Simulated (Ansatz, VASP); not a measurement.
# Two plane-wave programs on Ge6Pd

```xyz
7
Lattice="4.1879 0.0000 0.0000 -2.0940 3.6268 0.0000 0.0000 0.0000 10.6067" Properties=species:S:1:pos:R:3 pbc="T T T"
Ge    0.0000    2.4179    0.7253
Ge    0.0000    2.4179    3.2582
Ge    0.0000    0.0000    4.0487
Ge    0.0000    0.0000    6.5580
Ge    2.0940    1.2089    9.8814
Ge    2.0940    1.2089    7.3486
Pd    0.0000    0.0000    0.0000
```

Alike in both runs: functional PBE; k mesh 12 × 12 × 4; occupations gaussian, width 0.1 eV; no spin polarisation.

Ansatz relaxed the structure, and its values are those at the end. VASP's run is a single point on that final structure, the one shown.

|  | VASP | Ansatz |
| --- | --- | --- |
| version | VASP 6.6.1 | Ansatz 0.2.0 |
| potentials or method | VASP PAW PBE potentials, release 64 (Ge_d, Pd), cutoff 520 eV | scalar-relativistic, plane waves, PAW |
| valence electrons in the cell | 94 | 102 |

|  | VASP | Ansatz | Ansatz less VASP |
| --- | --- | --- | --- |
| gap on the k mesh at the Fermi level (eV) | none | none | - |
| pressure (GPa) | 0.0 | 0.0 | -0.03 |
| rms of the force components (eV/Å) | 0.004 | 0.000 | -0.0041 |

A gap of «none» marks a metal or a gap that the smearing closes. VASP's potentials hold 94 valence electrons a cell and Ansatz's 102, so a difference there can come from the potentials and not from the codes.
